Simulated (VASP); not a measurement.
# K2TaO3 (R-3m) in VASP: notebook

Runs on K2TaO3. Level: PBE. Tasks: single point.

Program: VASP 6.6.1. These are calculated values, not measurements. Logs are shortened: lines on timing, memory, paths and dates and some standing lists are left out, and cuts for length are marked.

**1. The cell of the first run**

The structure is trigonal, space group R-3m (No. 166). Conventional cell: a = 5.769 Å, b = 5.769 Å, c = 8.634 Å, α = 90.00°, β = 90.00°, γ = 120.00°. Within 3.2 Å of K (site symmetry 3m) lie 9 O at 2.36 to 3.13 Å and 1 K at 2.42 Å and 1 Ta at 3.11 Å. Within 2.9 Å of Ta (site symmetry -3m) lie 6 O at 2.20 Å. O (site symmetry 2/m) has 2 Ta at 2.20 Å and 2 K at 2.36 Å and 4 O at 2.88 Å within 2.9 Å.

The cell was generated, and may not be a known phase.

**2. Single point, PBE, collinear spin**

File INCAR:

```
SYSTEM = K2TaO3
ALGO     = Normal         ! electronic algorithm
EDIFF    = 1E-6           ! SCF threshold, eV
ENCUT    = 520            ! plane-wave cutoff, eV
GGA      = PE             ! functional
ISIF     = 2              ! what is computed and relaxed
ISMEAR   = 0              ! smearing method
ISPIN    = 2              ! spin polarisation
LASPH    = .TRUE.         ! aspherical terms in the spheres
LCHARG   = .FALSE.        ! write CHGCAR
LMAXMIX  = 4              ! l up to which the mixer works
LORBIT   = 11             ! projections on sites
LREAL    = .FALSE.        ! projectors in reciprocal space
LWAVE    = .FALSE.        ! write WAVECAR
MAGMOM   = 0 0 1 0 0 0    ! initial moments
NBANDS   = 36             ! bands
NELM     = 150            ! most SCF steps
PREC     = Accurate       ! precision mode
SIGMA    = 0.1            ! smearing width, eV
```

File KPOINTS:

```
k-points
0
G
  6 6 6
  0 0 0
```

File POSCAR:

```
K2TaO3
1.0
    2.8844440646      1.6653345561      2.8781093875
   -2.8844440646      1.6653345561      2.8781093875
    0.0000000000     -3.3306691154      2.8781093857
K Ta O
2 1 3
Direct
    0.6401377843      0.6401377843      0.6401377843
    0.3598622157      0.3598622157      0.3598622157
    0.0000000000      0.0000000000      0.0000000000
    0.5000000000      0.0000000000      0.0000000000
    0.0000000000      0.5000000000      0.0000000000
    0.0000000000      0.0000000000      0.5000000000
```

Potentials or basis: VASP PAW PBE potentials, release 64 (K_sv, Ta_pv, O).

On the command line:

```bash
$ cat potpaw_PBE.64/K_sv/POTCAR potpaw_PBE.64/Ta_pv/POTCAR potpaw_PBE.64/O/POTCAR > POTCAR
$ mpirun -np 1 vasp_std > vasp.out
```

OUTCAR:

```text
SYSTEM = K2TaO3
   EDIFF = 1E-6
   ENCUT = 520
   GGA = PE
   ISIF = 2
   ISMEAR = 0
   ISPIN = 2
   LASPH = .TRUE.
   LORBIT = 11
   LREAL = .FALSE.
   NELM = 150
   PREC = Accurate

 ion  position               nearest neighbor table
   1  0.640  0.640  0.640-   6 2.36   5 2.36   4 2.36   2 2.42   3 3.11   3 3.34   3 3.34   3 3.34
                             2 3.36   2 3.36   2 3.36
   2  0.360  0.360  0.360-   6 2.36   5 2.36   4 2.36   1 2.42   3 3.11   3 3.34   3 3.34   3 3.34
                             1 3.36   1 3.36   1 3.36
   3  0.000  0.000  0.000-   4 2.20   5 2.20   5 2.20   4 2.20   6 2.20   6 2.20   1 3.11   2 3.11
                             2 3.34   1 3.34   2 3.34   1 3.34   2 3.34   1 3.34
   4  0.500  0.000  0.000-   3 2.20   3 2.20   1 2.36   2 2.36
   5  0.000  0.500  0.000-   3 2.20   3 2.20   1 2.36   2 2.36
   6  0.000  0.000  0.500-   3 2.20   3 2.20   1 2.36   2 2.36

  LATTYP: Found a trigonal (rhomboedric) cell.
 ALAT       =     4.4019166725
 COS(alpha) =     0.1412423788

  Lattice vectors:

 A1 = (   2.8844440646,   1.6653345561,   2.8781093875)
 A2 = (  -2.8844440646,   1.6653345561,   2.8781093875)
 A3 = (   0.0000000000,  -3.3306691154,   2.8781093857)

Analysis of symmetry for initial positions (statically):
=====================================================================
 Subroutine PRICEL returns:
 Original cell was already a primitive cell.

 Routine SETGRP: Setting up the symmetry group for a
 trigonal (rhombohedral) supercell.

 Subroutine GETGRP returns: Found 12 space group operations
 (whereof 12 operations were pure point group operations)
 out of a pool of 12 trial point group operations.

The static configuration has the point symmetry D_3d.

Analysis of symmetry for dynamics (positions and initial velocities):
=====================================================================
 Subroutine PRICEL returns:
 Original cell was already a primitive cell.

 Routine SETGRP: Setting up the symmetry group for a
 trigonal (rhombohedral) supercell.

 Subroutine GETGRP returns: Found 12 space group operations
 (whereof 12 operations were pure point group operations)
 out of a pool of 12 trial point group operations.

The dynamic configuration has the point symmetry D_3d.

Analysis of structural, dynamic, and magnetic symmetry:
=====================================================================
 Subroutine PRICEL returns:
 Original cell was already a primitive cell.

 Routine SETGRP: Setting up the symmetry group for a
 trigonal (rhombohedral) supercell.

 Subroutine GETGRP returns: Found 12 space group operations
 (whereof 12 operations were pure point group operations)
 out of a pool of 12 trial point group operations.

The overall configuration has the point symmetry D_3d.

 Subroutine INISYM returns: Found 12 space group operations
 (whereof 12 operations are pure point group operations),
 and found     1 'primitive' translations

----------------------------------------------------------------------------------------

                                     Primitive cell

  volume of cell :      82.9511

  direct lattice vectors                    reciprocal lattice vectors
     2.884444065  1.665334556  2.878109387     0.173343628  0.100079990  0.115816770
    -2.884444065  1.665334556  2.878109387    -0.173343628  0.100079990  0.115816770
     0.000000000 -3.330669115  2.878109386     0.000000000 -0.200159981  0.115816770

  length of vectors
     4.401916673  4.401916673  4.401916673     0.231252118  0.231252118  0.231252118

  position of ions in fractional coordinates (direct lattice)
     0.640137784  0.640137784  0.640137784
     0.359862216  0.359862216  0.359862216
     0.000000000  0.000000000  0.000000000
     0.500000000  0.000000000  0.000000000
     0.000000000  0.500000000  0.000000000
     0.000000000  0.000000000  0.500000000

  ion indices of the primitive-cell ions
   primitive index   ion index
                 1           1
                 2           2
                 3           3
                 4           4
                 5           5
                 6           6

----------------------------------------------------------------------------------------

 KPOINTS: k-points

Automatic generation of k-mesh.
 Grid dimensions read from file:
[... 48 lines left out ...]
   number of dos      NEDOS =    301   number of ions     NIONS =      6
   total plane-waves  NPLWV =  46656
   dimension x,y,z NGX =    36 NGY =   36 NGZ =   36
   dimension x,y,z NGXF=    72 NGYF=   72 NGZF=   72
   ions per type =               2   1   3
   NGX,Y,Z   is equivalent  to a cutoff of  13.60, 13.60, 13.60 a.u.
   NGXF,Y,Z  is equivalent  to a cutoff of  27.19, 27.19, 27.19 a.u.
 SYSTEM =  K2TaO3
   PREC   = accura    normal or accurate (medium, high low for compatibility)
   ISTART =      0    job   : 0-new  1-cont  2-samecut
   ICHARG =      2    charge: 1-file 2-atom 10-const
   ISPIN  =      2    spin polarized calculation?
   LNONCOLLINEAR =      F non collinear calculations
   LSORBIT =      F    spin-orbit coupling
   LASPH  =      T    aspherical Exc in radial PAW
   ENCUT  =  520.0 eV  38.22 Ry    6.18 a.u.   8.18  8.18  8.18*2*pi/ulx,y,z
   NELM   =    150;   NELMIN=  2; NELMDL= -5     # of ELM steps
   EDIFF  = 0.1E-05   stopping-criterion for ELM
   LREAL  =      F    real-space projection
   EDIFFG = 0.1E-04   stopping-criterion for IOM
   NSW    =      0    number of steps for IOM
   IBRION =     -1    ionic relax: 0-MD 1-quasi-New 2-CG
   NFREE  =      0    steps in history (QN), initial steepest desc. (CG)
   ISIF   =      2    stress and relaxation
   ISYM   =      2    0-nonsym 1-usesym 2-fastsym
   POTIM  = 0.5000    time-step for ionic-motion
   TEBEG  =    0.0;   TEEND  =   0.0 temperature during run
   PSTRESS=    0.0 pullay stress
   NELECT =      47.0000    total number of electrons
   NUPDOWN=      -1.0000    fix difference up-down
   EMIN   =  10.00;   EMAX   =-10.00  energy-range for DOS
   EFERMI =   0.00;   METHOD = LEGACY
   ISMEAR =     0;   SIGMA  =   0.10  broadening in eV -4-tet -1-fermi 0-gaus
   EFERMI_NEDOS =   21; number of points for ismear=-14 and -15
   IALGO  =     38    algorithm
   IMIX   =      4    mixing-type and parameters
     AMIX     =   0.40;   BMIX     =  1.00
     AMIX_MAG =   1.60;   BMIX_MAG =  1.00
  volume/ion in A,a.u.               =      13.83        93.30
  Fermi-wavevector in a.u.,A,eV,Ry     =   1.354670  2.559954 24.968457  1.835130
  Thomas-Fermi vector in A             =   2.481822
   LORBIT       =     11    0 simple, 1 ext, 2 COOP (PROOUT), +10 PAW based schemes
   GGA     = PE    functional components
   LHFCALC =     F    Hartree Fock is set to
   AEXX    =    0.0000 exact exchange contribution
   IVDW    =     0    specifies the selected vdW correction
   LEPSILON=     F    determine dielectric tensor
   LRPA    =     F    only Hartree local field effects (RPA)
 spin polarized calculation
 Gauss-broadening in eV      SIGMA  =   0.10
  energy-cutoff  :      520.00
  volume of cell :       82.95
 maximum number of plane-waves:      2250
 NGX is ok and might be reduce to    36
   NGX = 17   NGY = 17   NGZ = 17

 number of electron      47.0000001 magnetization       0.0020196

 Free energy of the ion-electron system (eV)
  ---------------------------------------------------
  ext. energy  EPLUGINS =         0.00000000
  ---------------------------------------------------
  free energy    TOTEN  =       -38.06169631 eV

  energy without entropy =      -38.05133292  energy(sigma->0) =      -38.05651462

 E-fermi :   4.4112     XC(G=0): -10.7345

 val. band max:        4.3085088632   @ k =   0.1667   0.0000  -0.0000
 cond. band min:       4.4478880371   @ k =  -0.1667   0.3333   0.1667
 fundamental gap:      0.1393791739
 Fermi energy:         4.4112347068

 spin component 1

 k-point     1 :       0.0000    0.0000    0.0000
  band No.  band energies     occupation
      1     -32.2527      1.00000
      2     -32.2527      1.00000
      3     -32.1495      1.00000
      4     -26.5378      1.00000
      5     -25.6824      1.00000
      6     -15.1508      1.00000
[... 901 lines left out ...]
     34      11.1212      0.00000
     35      11.8044      0.00000

 [... further k-points ...]

 spin component 2

 k-point     1 :       0.0000    0.0000    0.0000
  band No.  band energies     occupation
      1     -32.2515      1.00000
      2     -32.2515      1.00000
      3     -32.1486      1.00000
      4     -26.5378      1.00000
      5     -25.6824      1.00000
      6     -15.1509      1.00000
[... 901 lines left out ...]
     34      11.1215      0.00000
     35      11.8046      0.00000

 [... further k-points ...]

 [bands above 35 left out]

------------------------ aborting loop because EDIFF is reached ----------------------------------------

  FORCE on cell =-STRESS in cart. coord.  units (eV):
  Direction    XX          YY          ZZ          XY          YZ          ZX
  --------------------------------------------------------------------------------------
  -------------------------------------------------------------------------------------
  Total        0.2647514      0.2647514      0.7642934     -0.0000000     -0.0000000     -0.0000000
  in kB        5.1135991      5.1135991     14.7621134     -0.0000000     -0.0000000     -0.0000000
  external PRESSURE =       8.3297705 kB  Pullay stress =       0.0000000 kB

 VOLUME and BASIS-vectors are now :
 -----------------------------------------------------------------------------
  energy-cutoff  :      520.00
  volume of cell :       82.95
      direct lattice vectors                 reciprocal lattice vectors
     2.884444065  1.665334556  2.878109387     0.173343628  0.100079990  0.115816770
    -2.884444065  1.665334556  2.878109387    -0.173343628  0.100079990  0.115816770
     0.000000000 -3.330669115  2.878109386     0.000000000 -0.200159981  0.115816770

 POSITION                                       TOTAL-FORCE (eV/Angst)
 -----------------------------------------------------------------------------------
      0.00000     -0.00000      5.52716         0.000000     -0.000000      0.011526
      0.00000     -0.00000      3.10717         0.000000      0.000000     -0.011526
      0.00000      0.00000      0.00000         0.000000     -0.000000      0.000000
      1.44222      0.83267      1.43905         0.000000     -0.000000      0.000000
     -1.44222      0.83267      1.43905        -0.000000     -0.000000     -0.000000
      0.00000     -1.66533      1.43905        -0.000000     -0.000000     -0.000000
 -----------------------------------------------------------------------------------
    total drift:                               -0.000000      0.000000     -0.000000

  FREE ENERGIE OF THE ION-ELECTRON SYSTEM (eV)
  ---------------------------------------------------
  free  energy   TOTEN  =       -38.0616963110 eV

  energy  without entropy=      -38.0513329199  energy(sigma->0) =      -38.05651462

 total charge

# of ion       s       p       d       tot
------------------------------------------
    1        1.979   5.632   0.111   7.722
    2        1.979   5.632   0.111   7.722
    3        0.258   6.158   2.057   8.473
    4        1.556   3.428   0.000   4.984
    5        1.556   3.428   0.000   4.984
    6        1.556   3.428   0.000   4.984
--------------------------------------------------
tot          8.885  27.706   2.280  38.870

 magnetization (x)

# of ion       s       p       d       tot
------------------------------------------
    1        0.000   0.000   0.000   0.000
    2        0.000   0.000   0.000   0.000
    3        0.000   0.000   0.001   0.001
    4       -0.000  -0.000   0.000  -0.000
    5       -0.000  -0.000   0.000  -0.000
    6       -0.000  -0.000   0.000  -0.000
--------------------------------------------------
tot          0.000  -0.000   0.001   0.001
```

It took 2.9 min on 1 thread of Intel Xeon Platinum 8488C (Sapphire Rapids), shared host; peak memory 0.32 GiB.

What came out:

| Quantity | Value |
| --- | --- |
| Free energy | -38.0617 eV |
| Pressure | 0.8 GPa |
| Largest force | 0.012 eV/Å |
| Net moment | 0.00 μB per cell |
| Valence electrons inside the program's atomic spheres | K 7.72; Ta 8.47; O 4.98 |

Forces in eV/Å, atoms in the order of the input:
```
K    0.000  0.000  0.012
K    0.000  0.000 -0.012
Ta   0.000  0.000  0.000
O    0.000  0.000  0.000
O    0.000  0.000  0.000
O    0.000  0.000  0.000
```

Caveat: spin-orbit coupling is left out, which moves the levels of the heavy elements.

**3. Single point, PBE**

File INCAR:

```
SYSTEM = K2TaO3
  ALGO = Normal
  EDIFF = 1E-6
  ENCUT = 520
  GGA = PE
  ISIF = 2
  ISMEAR = 0
  LASPH = .True.
  LCHARG = .True.
  LELF = .True.
  LREAL = .False.
  LVHAR = .True.
  LWAVE = .False.
  NBANDS = 32
  NELM = 100
  PREC = Accurate
  SIGMA = 0.1
```

File KPOINTS:

```
k-points
0
Gamma
  12 12 12
  0 0 0
```

POSCAR, as its differences from that of step 2:

```diff
@@ -2,5 +2,5 @@
 1.0
-    2.8844440646      1.6653345561      2.8781093875
-   -2.8844440646      1.6653345561      2.8781093875
-    0.0000000000     -3.3306691154      2.8781093857
+    2.8844440646      1.6653345572      2.8781093869
+   -2.8844440646      1.6653345572      2.8781093869
+    0.0000000000     -3.3306691143      2.8781093869
 K Ta O
```

Potentials or basis: VASP PAW PBE potentials, release 64 (K_sv, Ta_pv, O).

On the command line:

```bash
$ cat potpaw_PBE.64/K_sv/POTCAR potpaw_PBE.64/Ta_pv/POTCAR potpaw_PBE.64/O/POTCAR > POTCAR
$ mpirun -np 1 vasp_std > vasp.out
```

Wall time 6.2 min (1 thread of Intel Xeon Platinum 8488C (Sapphire Rapids), shared host); peak memory 0.54 GiB.

The run converged. Its results:

```yaml
Free_energy: -38.0638 eV
Pressure: 0.8 GPa
Largest_force: 0.010 eV/Å
Band_gap_on_the_k_mesh: zero (an odd number of electrons rules out a gap without spin polarisation)
```

Forces in eV/Å, atoms in the order of the input:
```
K    0.000  0.000  0.010
K    0.000  0.000 -0.010
Ta   0.000  0.000  0.000
O    0.000  0.000  0.000
O    0.000  0.000  0.000
O    0.000  0.000  0.000
```

Stress tensor (GPa, compression positive):
```
0.52 0.00 0.00
0.00 0.52 0.00
0.00 0.00 1.48
```

Levels at points of the mesh, in eV from the Fermi level:
```
           k point  band 20  band 21  band 22  band 23  band 24  band 25  band 26  band 27
(0.00, 0.00, 0.00)    -3.36    -3.17    -3.04    -3.04    -1.20    -0.59    -0.59     2.06
(0.50, 0.00, 0.00)    -4.34    -3.78    -3.66    -3.19    -0.76     0.71     0.96     2.18
(0.50, 0.50, 0.00)    -4.51    -3.92    -3.67    -2.91     0.84     0.97     1.90     2.53
(0.50, 0.50, 0.50)    -5.20    -3.17    -3.17    -2.77     1.82     1.82     2.12     4.86
```

Caveat: spin-orbit coupling is left out, which moves the levels of the heavy elements; an odd number of electrons without spin polarisation forces a metal; a magnetic or distorted state may lie lower.

The gap in the log of VASP goes by the Fermi energy; the results here count the filled bands.